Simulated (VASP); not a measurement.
# Al2Cu (I4/mcm) in VASP: notebook

Al2Cu is run at these levels: PBEsol; tasks: single point.

All numbers are computed with VASP 6.6.1; they aren't measurements. Logs are shortened: lines on timing, memory, paths and dates and some standing lists are left out, and cuts for length are marked.

**1. The cell of the first run**

The structure is tetragonal, space group I4/mcm (No. 140). Conventional cell: a = 6.067 Å, b = 6.067 Å, c = 4.877 Å, α = 90.00°, β = 90.00°, γ = 90.00°. Within 3.4 Å of Al (site symmetry m2m) lie 4 Cu at 2.59 Å and 11 Al at 2.71 to 3.23 Å. Within 3.2 Å of Cu (site symmetry 422) lie 2 Cu at 2.44 Å and 8 Al at 2.59 Å.

**2. Single point, PBEsol**

The input, INCAR:

```
PREC = Accurate ; ENCUT = 520
EDIFF = 1E-6 ; ISMEAR = 0
SIGMA = 0.1 ; LREAL = F
LASPH = T ; NELM = 100
ALGO = Fast ; ISIF = 2
LWAVE = F ; LCHARG = F
GGA = PS ; NBANDS = 26
```

The input, KPOINTS:

```
Automatic mesh
0
Gamma
  6 6 6
```

The input, POSCAR:

```
Al2Cu
1.0
   -3.0335000000      3.0335000000      2.4385000000
    3.0335000000     -3.0335000000      2.4385000000
    3.0335000000      3.0335000000     -2.4385000000
Al Cu
4 2
Direct
    0.1581000000      0.6581000000      0.8162000000
    0.6581000000      0.8419000000      0.5000000000
    0.8419000000      0.3419000000      0.1838000000
    0.3419000000      0.1581000000      0.5000000000
    0.7500000000      0.7500000000      0.0000000000
    0.2500000000      0.2500000000      0.0000000000
```

Potentials or basis: VASP PAW PBE potentials, release 64 (Al, Cu).

Launch:

```
> cat potpaw_PBE.64/Al/POTCAR potpaw_PBE.64/Cu/POTCAR > POTCAR
> mpirun -np 1 vasp_std > vasp.out
```

OUTCAR:

```text
PREC = Accurate
   ENCUT = 520
   EDIFF = 1E-6
   ISMEAR = 0
   LREAL = F
   LASPH = T
   NELM = 100
   ISIF = 2
   GGA = PS

 ion  position               nearest neighbor table
   1  0.158  0.658  0.816-   5 2.59   6 2.59   5 2.59   6 2.59   3 2.71   3 2.90   3 2.90   2 3.10
                             4 3.10   4 3.10   2 3.10   2 3.23   4 3.23   4 3.23   2 3.23
   2  0.658  0.842  0.500-   5 2.59   5 2.59   6 2.59   6 2.59   4 2.71   4 2.90   4 2.90   1 3.10
                             3 3.10   1 3.10   3 3.10   1 3.23   3 3.23   3 3.23   1 3.23
   3  0.842  0.342  0.184-   5 2.59   6 2.59   5 2.59   6 2.59   1 2.71   1 2.90   1 2.90   4 3.10
                             2 3.10   2 3.10   4 3.10   4 3.23   2 3.23   4 3.23   2 3.23
   4  0.342  0.158  0.500-   6 2.59   6 2.59   5 2.59   5 2.59   2 2.71   2 2.90   2 2.90   1 3.10
                             3 3.10   1 3.10   3 3.10   1 3.23   3 3.23   1 3.23   3 3.23
   5  0.750  0.750  0.000-   6 2.44   6 2.44   1 2.59   3 2.59   1 2.59   3 2.59   2 2.59   2 2.59
                             4 2.59   4 2.59
   6  0.250  0.250  0.000-   5 2.44   5 2.44   1 2.59   3 2.59   1 2.59   3 2.59   4 2.59   4 2.59
                             2 2.59   2 2.59

  LATTYP: Found a body centered tetragonal cell.
 ALAT       =     6.0670000000
 C/A-ratio  =     0.8038569309

  Lattice vectors:

 A1 = (  -3.0335000000,   3.0335000000,   2.4385000000)
 A2 = (   3.0335000000,  -3.0335000000,   2.4385000000)
 A3 = (   3.0335000000,   3.0335000000,  -2.4385000000)

Analysis of symmetry for initial positions (statically):
=====================================================================
 Subroutine PRICEL returns:
 Original cell was already a primitive cell.

 Routine SETGRP: Setting up the symmetry group for a
 body centered tetragonal supercell.

 Subroutine GETGRP returns: Found 16 space group operations
 (whereof  8 operations were pure point group operations)
 out of a pool of 16 trial point group operations.

The static configuration has the point symmetry C_4h.
 The point group associated with its full space group is D_4h.

Analysis of symmetry for dynamics (positions and initial velocities):
=====================================================================
 Subroutine PRICEL returns:
 Original cell was already a primitive cell.

 Routine SETGRP: Setting up the symmetry group for a
 body centered tetragonal supercell.

 Subroutine GETGRP returns: Found 16 space group operations
 (whereof  8 operations were pure point group operations)
 out of a pool of 16 trial point group operations.

The dynamic configuration has the point symmetry C_4h.
 The point group associated with its full space group is D_4h.

 Subroutine INISYM returns: Found 16 space group operations
 (whereof  8 operations are pure point group operations),
 and found     1 'primitive' translations

----------------------------------------------------------------------------------------

                                     Primitive cell

  volume of cell :      89.7575

  direct lattice vectors                    reciprocal lattice vectors
    -3.033500000  3.033500000  2.438500000     0.000000000  0.164826108  0.205044084
     3.033500000 -3.033500000  2.438500000     0.164826108  0.000000000  0.205044084
     3.033500000  3.033500000 -2.438500000     0.164826108  0.164826108  0.000000000

  length of vectors
     4.934625290  4.934625290  4.934625290     0.263079309  0.263079309  0.233099318

  position of ions in fractional coordinates (direct lattice)
     0.158100000  0.658100000  0.816200000
     0.658100000  0.841900000  0.500000000
     0.841900000  0.341900000  0.183800000
     0.341900000  0.158100000  0.500000000
     0.750000000  0.750000000  0.000000000
     0.250000000  0.250000000  0.000000000

  ion indices of the primitive-cell ions
   primitive index   ion index
                 1           1
                 2           2
                 3           3
                 4           4
                 5           5
                 6           6

----------------------------------------------------------------------------------------

 KPOINTS: Automatic mesh

Automatic generation of k-mesh.
 Grid dimensions read from file:
 generate k-points for:    6    6    6

 Generating k-lattice:

  Cartesian coordinates                     Fractional coordinates (reciprocal lattice)
     0.000000000  0.027471018  0.034174014     0.166666667 -0.000000000  0.000000000
     0.027471018  0.000000000  0.034174014    -0.000000000  0.166666667  0.000000000
     0.027471018  0.027471018  0.000000000     0.000000000  0.000000000  0.166666667

  Length of vectors
     0.043846551  0.043846551  0.038849886

  Shift w.r.t. Gamma in fractional coordinates (k-lattice)
     0.000000000  0.000000000  0.000000000

 Subroutine IBZKPT returns following result:
 ===========================================

 Found     30 irreducible k-points:

 Following reciprocal coordinates:
            Coordinates               Weight
  0.000000  0.000000  0.000000      1.000000
  0.166667 -0.000000  0.000000      8.000000
  0.333333 -0.000000  0.000000      8.000000
  0.500000 -0.000000  0.000000      4.000000
  0.166667  0.166667  0.000000      8.000000
  0.333333  0.166667  0.000000     16.000000
[... 16 lines left out ...]
 -0.333333 -0.333333  0.166667      8.000000
 -0.166667 -0.333333  0.166667      8.000000
 [... further k-points ...]
   k-points           NKPTS =     30   k-points in BZ     NKDIM =     30   number of bands    NBANDS=     26
   number of dos      NEDOS =    301   number of ions     NIONS =      6
   total plane-waves  NPLWV =  64000
   dimension x,y,z NGX =    40 NGY =   40 NGZ =   40
   dimension x,y,z NGXF=    80 NGYF=   80 NGZF=   80
   ions per type =               4   2
   NGX,Y,Z   is equivalent  to a cutoff of  13.48, 13.48, 13.48 a.u.
   NGXF,Y,Z  is equivalent  to a cutoff of  26.95, 26.95, 26.95 a.u.
 SYSTEM =  unknown system
   PREC   = accura    normal or accurate (medium, high low for compatibility)
   ISTART =      0    job   : 0-new  1-cont  2-samecut
   ICHARG =      2    charge: 1-file 2-atom 10-const
   ISPIN  =      1    spin polarized calculation?
   LNONCOLLINEAR =      F non collinear calculations
   LSORBIT =      F    spin-orbit coupling
   LASPH  =      T    aspherical Exc in radial PAW
   ENCUT  =  520.0 eV  38.22 Ry    6.18 a.u.   9.18  9.18  9.18*2*pi/ulx,y,z
   NELM   =    100;   NELMIN=  2; NELMDL= -5     # of ELM steps
   EDIFF  = 0.1E-05   stopping-criterion for ELM
   LREAL  =      F    real-space projection
   EDIFFG = 0.1E-04   stopping-criterion for IOM
   NSW    =      0    number of steps for IOM
   IBRION =     -1    ionic relax: 0-MD 1-quasi-New 2-CG
   NFREE  =      0    steps in history (QN), initial steepest desc. (CG)
   ISIF   =      2    stress and relaxation
   ISYM   =      2    0-nonsym 1-usesym 2-fastsym
   POTIM  = 0.5000    time-step for ionic-motion
   TEBEG  =    0.0;   TEEND  =   0.0 temperature during run
   PSTRESS=    0.0 pullay stress
   NELECT =      34.0000    total number of electrons
   NUPDOWN=      -1.0000    fix difference up-down
   EMIN   =  10.00;   EMAX   =-10.00  energy-range for DOS
   EFERMI =   0.00;   METHOD = LEGACY
   ISMEAR =     0;   SIGMA  =   0.10  broadening in eV -4-tet -1-fermi 0-gaus
   EFERMI_NEDOS =   21; number of points for ismear=-14 and -15
   IALGO  =     68    algorithm
   IMIX   =      4    mixing-type and parameters
     AMIX     =   0.40;   BMIX     =  1.00
     AMIX_MAG =   1.60;   BMIX_MAG =  1.00
  volume/ion in A,a.u.               =      14.96       100.95
  Fermi-wavevector in a.u.,A,eV,Ry     =   1.184525  2.238428 19.090326  1.403099
  Thomas-Fermi vector in A             =   2.320737
   LORBIT       =      0    0 simple, 1 ext, 2 COOP (PROOUT), +10 PAW based schemes
   GGA     = PS    functional components
   LHFCALC =     F    Hartree Fock is set to
   AEXX    =    0.0000 exact exchange contribution
   IVDW    =     0    specifies the selected vdW correction
   LEPSILON=     F    determine dielectric tensor
   LRPA    =     F    only Hartree local field effects (RPA)
 non-spin polarized calculation
 RMM-DIIS sequential band-by-band and
 Gauss-broadening in eV      SIGMA  =   0.10
  energy-cutoff  :      520.00
  volume of cell :       89.76
 maximum number of plane-waves:      2441
 NGX is ok and might be reduce to    40
   NGX = 19   NGY = 19   NGZ = 19

 number of electron      33.9999978 magnetization

 Free energy of the ion-electron system (eV)
  ---------------------------------------------------
  ext. energy  EPLUGINS =         0.00000000
  ---------------------------------------------------
  free energy    TOTEN  =       -26.03550712 eV

  energy without entropy =      -26.02166388  energy(sigma->0) =      -26.02858550

 E-fermi :   7.7499     XC(G=0): -10.9320

 val. band max:        7.7457024801   @ k =   0.1667   0.1667   0.1667
 cond. band min:       7.8467729503   @ k =   0.1667  -0.0000   0.0000
 fundamental gap:      0.1010704702
 Fermi energy:         7.7499216647

 k-point     1 :       0.0000    0.0000    0.0000
  band No.  band energies     occupation
      1      -2.8765      2.00000
      2       2.5528      2.00000
      3       2.7592      2.00000
      4       2.7592      2.00000
      5       2.7732      2.00000
      6       3.6582      2.00000
[... 18 lines left out ...]
     25      13.0643      0.00000
     26      13.6380      0.00000

 k-point     2 :       0.1667   -0.0000    0.0000
  band No.  band energies     occupation
      1      -2.5872      2.00000
      2       2.5274      2.00000
      3       2.6438      2.00000
      4       2.7430      2.00000
      5       2.8308      2.00000
      6       3.6036      2.00000
[... 18 lines left out ...]
     25      13.3832      0.00000
     26      13.9791      0.00000

 k-point     3 :       0.3333   -0.0000    0.0000
  band No.  band energies     occupation
      1      -1.7284      2.00000
      2       1.4380      2.00000
      3       2.5081      2.00000
      4       2.6810      2.00000
      5       2.9363      2.00000
      6       3.4246      2.00000
[... 572 lines left out ...]
 k-point    23 :      -0.3333   -0.3333    0.1667
  band No.  band energies     occupation
      1       0.0756      2.00000
      2       0.6148      2.00000
      3       0.6332      2.00000
      4       2.5905      2.00000
      5       2.7400      2.00000
      6       3.1005      2.00000
[... 18 lines left out ...]
     25      14.2966      0.00000
     26      16.1029      0.00000

 k-point    24 :      -0.1667   -0.3333    0.1667
  band No.  band energies     occupation
      1      -1.2018      2.00000
      2       1.2753      2.00000
      3       2.1524      2.00000
      4       2.4694      2.00000
      5       3.0639      2.00000
      6       3.0989      2.00000
[... 18 lines left out ...]
     25      15.0654      0.00000
     26      15.6022      0.00000

 [... further k-points ...]
[... 5 lines left out ...]
  --------------------------------------------------------------------------------------
  -------------------------------------------------------------------------------------
  Total       -2.3426656     -2.3426656     -1.1730849      0.0000000      0.0000000      0.0000000
  in kB      -41.8167368    -41.8167368    -20.9396436      0.0000000      0.0000000      0.0000000
  external PRESSURE =     -34.8577057 kB  Pullay stress =       0.0000000 kB

 VOLUME and BASIS-vectors are now :
 -----------------------------------------------------------------------------
  energy-cutoff  :      520.00
  volume of cell :       89.76
      direct lattice vectors                 reciprocal lattice vectors
    -3.033500000  3.033500000  2.438500000     0.000000000  0.164826108  0.205044084
     3.033500000 -3.033500000  2.438500000     0.164826108  0.000000000  0.205044084
     3.033500000  3.033500000 -2.438500000     0.164826108  0.164826108  0.000000000

 POSITION                                       TOTAL-FORCE (eV/Angst)
 -----------------------------------------------------------------------------------
      3.99269      0.95919     -0.00000         0.060310      0.060310     -0.000000
      2.07431      0.95919      2.43850        -0.060310      0.060310      0.000000
     -0.95919      2.07431      2.43850        -0.060310     -0.060310      0.000000
      0.95919      2.07431      0.00000         0.060310     -0.060310      0.000000
      0.00000      0.00000      3.65775         0.000000      0.000000     -0.000000
      0.00000      0.00000      1.21925        -0.000000      0.000000     -0.000000
 -----------------------------------------------------------------------------------
    total drift:                               -0.000000     -0.000000      0.000000

  FREE ENERGIE OF THE ION-ELECTRON SYSTEM (eV)
  ---------------------------------------------------
  free  energy   TOTEN  =       -26.0355071200 eV

  energy  without entropy=      -26.0216638837  energy(sigma->0) =      -26.02858550
```

It took 74 s on 1 thread of AMD EPYC 9R45 (Zen 5), shared host; peak memory 0.23 GiB.

What came out:

| Quantity | Value |
| --- | --- |
| Free energy | -26.0355 eV |
| Pressure | -3.5 GPa |
| Largest force | 0.085 eV/Å |
| Band gap on the k mesh | zero (band 17 reaches 10.38 eV, above the bottom of band 18 at 6.36 eV) |

Forces in eV/Å, atoms in the order of the input:
```
Al   0.060  0.060  0.000
Al  -0.060  0.060  0.000
Al  -0.060 -0.060  0.000
Al   0.060 -0.060  0.000
Cu   0.000  0.000  0.000
Cu   0.000  0.000  0.000
```

Stress tensor (GPa, compression positive):
```
-4.18  0.00  0.00
 0.00 -4.18  0.00
 0.00  0.00 -2.09
```

Caveat: the PAW data sets were made with another functional, which shifts forces and pressure a little.

**3. Single point, PBEsol**

This run uses another cell than the first one, of 14.45 Å³/atom, 0.966 times its volume.

The input, INCAR:

```
PREC = Accurate
ENCUT = 520
EDIFF = 1E-6
ISMEAR = 0
SIGMA = 0.1
LREAL = F
LASPH = T
NELM = 100
ALGO = Fast
ISIF = 2
LWAVE = F
LCHARG = F
GGA = PS
NBANDS = 26
```

The input, KPOINTS:

```
regular mesh
0
Gamma
  8 8 8
```

The input, POSCAR:

```
Al2Cu
1.0
    4.8278486181      0.0000000000      0.0000000000
   -2.4139243090      4.2377626285      0.0000000000
    2.4139243090      0.0000000000      4.2377626285
Al Cu
4 2
Direct
    0.3406800424      0.5000000000      0.8186399152
    0.1593199576      0.8186399152      0.5000000000
    0.6593199576      0.5000000000      0.1813600848
    0.8406800424      0.1813600848      0.5000000000
    0.2500000000      0.0000000000      0.0000000000
    0.7500000000      0.0000000000      0.0000000000
```

Potentials or basis: VASP PAW PBE potentials, release 64 (Al, Cu).

Launch:

```
> cat potpaw_PBE.64/Al/POTCAR potpaw_PBE.64/Cu/POTCAR > POTCAR
> mpirun -np 1 vasp_std > vasp.out
```

OUTCAR:

```text
PREC = Accurate
   ENCUT = 520
   EDIFF = 1E-6
   ISMEAR = 0
   LREAL = F
   LASPH = T
   NELM = 100
   ISIF = 2
   GGA = PS

 ion  position               nearest neighbor table
   1  0.341  0.500  0.819-   5 2.56   5 2.56   6 2.56   6 2.56   3 2.70   3 2.86   3 2.86   2 3.08
                             4 3.08   4 3.08   2 3.08   4 3.19   2 3.19   2 3.19   4 3.19
   2  0.159  0.819  0.500-   5 2.56   5 2.56   6 2.56   6 2.56   4 2.70   4 2.86   4 2.86   1 3.08
                             3 3.08   3 3.08   1 3.08   1 3.19   3 3.19   1 3.19   3 3.19
   3  0.659  0.500  0.181-   6 2.56   6 2.56   5 2.56   5 2.56   1 2.70   1 2.86   1 2.86   4 3.08
                             2 3.08   2 3.08   4 3.08   2 3.19   4 3.19   4 3.19   2 3.19
   4  0.841  0.181  0.500-   6 2.56   6 2.56   5 2.56   5 2.56   2 2.70   2 2.86   2 2.86   3 3.08
                             1 3.08   1 3.08   3 3.08   3 3.19   1 3.19   3 3.19   1 3.19
[... 912 lines left out ...]
  in kB      -13.0367084     10.4665897     10.4665897      0.0000000      0.0000000     -0.0000000
  external PRESSURE =       2.6321570 kB  Pullay stress =       0.0000000 kB

 VOLUME and BASIS-vectors are now :
 -----------------------------------------------------------------------------
  energy-cutoff  :      520.00
  volume of cell :       86.70
      direct lattice vectors                 reciprocal lattice vectors
     4.827848618  0.000000000  0.000000000     0.207131598  0.117986788 -0.117986788
    -2.413924309  4.237762628  0.000000000     0.000000000  0.235973576  0.000000000
     2.413924309  0.000000000  4.237762628     0.000000000  0.000000000  0.235973576

 POSITION                                       TOTAL-FORCE (eV/Angst)
 -----------------------------------------------------------------------------------
      2.41392      2.11888      3.46920         0.000000     -0.000000     -0.020394
      0.00000      3.46920      2.11888        -0.000000     -0.020394     -0.000000
      2.41392      2.11888      0.76856        -0.000000      0.000000      0.020394
      4.82785      0.76856      2.11888         0.000000      0.020394     -0.000000
      1.20696      0.00000      0.00000        -0.000000      0.000000     -0.000000
      3.62089      0.00000      0.00000        -0.000000     -0.000000     -0.000000
 -----------------------------------------------------------------------------------
    total drift:                                0.000000     -0.000000      0.000000

  FREE ENERGIE OF THE ION-ELECTRON SYSTEM (eV)
  ---------------------------------------------------
  free  energy   TOTEN  =       -25.9913488679 eV

  energy  without entropy=      -25.9789814569  energy(sigma->0) =      -25.98516516
```

stdout:

```text
POSCAR found type information on POSCAR AlCu
 POSCAR found :  2 types and       6 ions
 scaLAPACK will be used
 -----------------------------------------------------------------------------
|                                                                             |
|                                                                             |
|     You enforced a specific xc type in the INCAR file but a different       |
|     I HOPE YOU KNOW WHAT YOU ARE DOING!                                     |
|                                                                             |
 -----------------------------------------------------------------------------

 LDA part: xc-table for (Slater+PW92), standard interpolation
 POSCAR, INCAR and KPOINTS ok, starting setup
 FFT: planning ... GRIDC
 FFT: planning ... GRID_SOFT
 FFT: planning ... GRID
 WAVECAR not read
 entering main loop
```

It took 1.9 min on 1 thread of Intel Xeon 6975P-C, shared host; peak memory 0.28 GiB.

What came out:

| Item | Value |
| --- | --- |
| Free energy | -25.9913 eV |
| Pressure | 0.3 GPa |
| Largest force | 0.020 eV/Å |
| Band gap on the k mesh | zero (band 17 reaches 10.84 eV, above the bottom of band 18 at 6.53 eV) |

Forces in eV/Å, atoms in the order of the input:
```
Al   0.000  0.000 -0.020
Al   0.000 -0.020  0.000
Al   0.000  0.000  0.020
Al   0.000  0.020  0.000
Cu   0.000  0.000  0.000
Cu   0.000  0.000  0.000
```

Stress tensor (GPa, compression positive):
```
-1.30  0.00  0.00
 0.00  1.05  0.00
 0.00  0.00  1.05
```

Caveat: the PAW data sets were made with another functional, which shifts forces and pressure a little.
